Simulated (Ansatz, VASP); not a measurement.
Ge: VASP beside Ansatz

```
CELL_PARAMETERS angstrom
0.00000 2.13932 2.13932
2.13932 0.00000 2.13932
2.13932 2.13932 0.00000
ATOMIC_POSITIONS crystal
Ge 0.00000 0.00000 0.00000
```

Alike in both runs: task electric field gradients; functional PBE; k mesh 16 × 16 × 16; occupations fermi-dirac, width 0.08 eV; no spin polarisation.

```csv
,VASP,Ansatz
version,VASP 6.6.1,Ansatz 0.2.0
potentials or method,"VASP PAW PBE potentials, release 64 (Ge_d), cutoff 520 eV","all-electron PAW with datasets made for the crystal, scalar-relativistic"
```

|  | VASP | Ansatz | Ansatz less VASP |
| --- | --- | --- | --- |
| pressure (GPa) | 0.0 | 0.0 | 0.00 |

Ansatz ran all-electron here, and VASP with PAW potentials.
